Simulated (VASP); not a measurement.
Set up this calculation in VASP 6.6.1, as the native input.

```
Task                   : single point
Functional             : PBE
Potentials or basis    : VASP PAW PBE potentials, release 64 (In_d)
Cutoff                 : 520 eV
k mesh                 : 40 × 40 × 40
Occupations            : fermi-dirac, width 0.0612256 eV
Spin                   : no spin polarisation
Dipole correction      : no
Further INCAR settings : ALGO = Normal; EDIFF = 1e-07; NBANDS = 12
```

The structure of In lies in POSCAR:

```
In
1.0
   -1.8818161866      1.8818161866      1.8818161866
    1.8818161866     -1.8818161866      1.8818161866
    1.8818161866      1.8818161866     -1.8818161866
In
1
Direct
    0.0000000000      0.0000000000      0.0000000000
```

One way to write it, as run:

INCAR

```
ALGO     = Normal         # electronic algorithm
EDIFF    = 1E-7           # SCF threshold, eV
ENCUT    = 520            # plane-wave cutoff, eV
GGA      = PE             # functional
ISIF     = 2              # what is computed and relaxed
ISMEAR   = -1             # smearing method
LASPH    = T              # aspherical terms in the spheres
LCHARG   = F              # write CHGCAR
LREAL    = F              # projectors in reciprocal space
LWAVE    = F              # write WAVECAR
NBANDS   = 12             # bands
NELM     = 100            # most SCF steps
PREC     = Accurate       # precision mode
SIGMA    = 0.06122561905347299 # smearing width, eV
```

KPOINTS

```
k-points
0
Gamma
  40 40 40
```

Potentials or basis: VASP PAW PBE potentials, release 64 (In_d).

Command:

```console
$ cat potpaw_PBE.64/In_d/POTCAR > POTCAR
$ mpirun -np 1 vasp_std > vasp.out
```

It gave:

| Property | Result |
| --- | --- |
| Pressure | 1.5 GPa |

Run time: 4.6 min on 1 thread of Oxide Virtual Turin-like Processor, on a shared host, peak memory 0.54 GiB.
